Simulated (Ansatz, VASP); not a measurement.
Two plane-wave programs on CoW3

The input INCAR:

```
SYSTEM = CoW3
ALGO = Fast ; EDIFF = 1E-7
ENCUT = 520 ; GGA = PS
ISIF = 2 ; ISMEAR = 0
LASPH = .True. ; LCHARG = .False.
LREAL = .False. ; LWAVE = .False.
NBANDS = 34 ; NELM = 80
PREC = Accurate ; SIGMA = 0.15
```

Contents of KPOINTS:

```
k-points
0
Gamma
  12 12 12
  0 0 0
```

Contents of POSCAR:

```
CoW3
1.0
    3.8582449849      0.0000000000      0.0000000000
    0.0000000000      3.9739923344      0.0000000000
    0.0000000000      0.0000000000      3.8582449849
Co W
1 3
Direct
    0.0000000000      0.0000000000      0.0000000000
    0.0000000000      0.5000000000      0.5000000000
    0.5000000000      0.0000000000      0.5000000000
    0.5000000000      0.5000000000      0.0000000000
```

Input for Ansatz:

```yaml
crystal:
  lattice:
    - [3.8582449849, 0.0, 0.0]
    - [0.0, 3.9739923344, 0.0]
    - [0.0, 0.0, 3.8582449849]
  atoms:
    - { symbol: Co, position: [0.0, 0.0, 0.0] }
    - { symbol: W, position: [0.0, 0.5, 0.5] }
    - { symbol: W, position: [0.5, 0.0, 0.5] }
    - { symbol: W, position: [0.5, 0.5, 0.0] }
basis:
  ecutwfc: 420
kpoints:
  mp_grid: { grid: [12, 12, 12] }
hamiltonian:
  xc: pbesol
scf:
  occupations: { method: gaussian, width: 0.15 }
output:
  forces: true
  stress: true
  eigenvalues: true
```

Change from the starting cell: strain +0.0300 x Voigt [0, 1, 0, 0, 0, 0], atoms carried along.

Alike in both runs: task single point; functional PBEsol; k mesh 12 × 12 × 12; occupations gaussian, width 0.15 eV; no spin polarisation.

```csv
,VASP,Ansatz
version,VASP 6.6.1,Ansatz 0.2.0
potentials or method,"VASP PAW PBE potentials, release 64 (Co, W_sv), cutoff 520 eV","scalar-relativistic, plane waves, PAW"
valence electrons in the cell,51,59
```

```tsv
	VASP	Ansatz	Ansatz less VASP
gap on the k mesh at the Fermi level (eV)	none	none	-
pressure (GPa)	-7.7	-8.2	-0.47
traceless stress, the component that is largest in VASP (GPa)	-0.78	-0.82	-0.042
```

VASP's potentials were made for PBE, not for PBEsol. A gap of «none» marks a metal or a gap that the smearing closes. VASP's potentials hold 51 valence electrons a cell and Ansatz's 59, so a difference there can come from the potentials and not from the codes.

Spin-orbit coupling is off throughout.
